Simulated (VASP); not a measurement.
Input of a VASP 6.6.1 run:

File INCAR:

```
PREC = Accurate
ENCUT = 520
EDIFF = 1E-6
ISMEAR = -1
SIGMA = 0.05
LREAL = False
LASPH = True
NELM = 150
ALGO = Normal
ISIF = 2
LWAVE = False
LCHARG = False
ISPIN = 2
MAGMOM = 2 2
LORBIT = 11
LMAXMIX = 4
GGA = PE
NBANDS = 24
```

File KPOINTS:

```
regular mesh
0
Gamma
  12 12 6
```

The input POSCAR:

```
V
1.0
    2.6553716605      0.0000000000      0.0000000000
   -1.3276858302      2.2996193144      0.0000000000
    0.0000000000      0.0000000000      4.8159739502
V
2
Direct
    0.3333333333      0.6666666667      0.2500000000
    0.6666666667      0.3333333333      0.7500000000
```

Potentials or basis: VASP PAW PBE potentials, release 64 (V_sv).

The run is started by

```bash
$ cat potpaw_PBE.64/V_sv/POTCAR > POTCAR
$ mpirun -np 1 vasp_std > vasp.out
```

Q: Estimate the band gap on the k mesh.

A: Zero (filled and empty bands overlap).

Q: Predict the pressure.

A: -9.2 GPa.

Q: Estimate the net moment.

A: 0.00 μB per cell.

Stress tensor (GPa, compression positive):
```
-8.96  0.00  0.00
 0.00 -8.96  0.00
 0.00  0.00 -9.75
```
